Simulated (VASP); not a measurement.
A run of VASP 6.6.1 is set up as follows.

File INCAR:

```
PREC     = Accurate       # precision mode
ENCUT    = 520            # plane-wave cutoff, eV
EDIFF    = 1E-7           # SCF threshold, eV
ISMEAR   = -1             # smearing method
SIGMA    = 0.15           # smearing width, eV
LREAL    = F              # projectors in reciprocal space
LASPH    = T              # aspherical terms in the spheres
NELM     = 80             # most SCF steps
ALGO     = Normal         # electronic algorithm
ISIF     = 2              # what is computed and relaxed
LWAVE    = F              # write WAVECAR
LCHARG   = F              # write CHGCAR
GGA      = CA             # functional
NBANDS   = 9              # bands
```

Contents of KPOINTS:

```
Automatic mesh
0
Gamma
  7 7 7
```

The input POSCAR:

```
Te
1.0
    2.2588315264      1.3041367007      1.6564350489
   -2.2588315264      1.3041367007      1.6564350489
    0.0000000000     -2.6082743811      1.6564350489
Te
1
Direct
    0.5000000000      0.5000000000      0.5000000000
```

Potentials or basis: VASP PAW LDA potentials, release 64 (Te).

The run is started by

```console
$ cat potpaw_LDA.64/Te/POTCAR > POTCAR
$ mpirun -np 1 vasp_std > vasp.out
```

Q: What does it give for the pressure?

A: 2.8 GPa.

Q: Predict the band gap on the k mesh.

A: Zero (band 3 reaches 10.38 eV, above the bottom of band 4 at 5.14 eV).

Stress tensor (GPa, compression positive):
```
2.95 0.00 0.00
0.00 2.95 0.00
0.00 0.00 2.40
```

Caveat: spin-orbit coupling is left out, which moves the levels of the heavy elements.
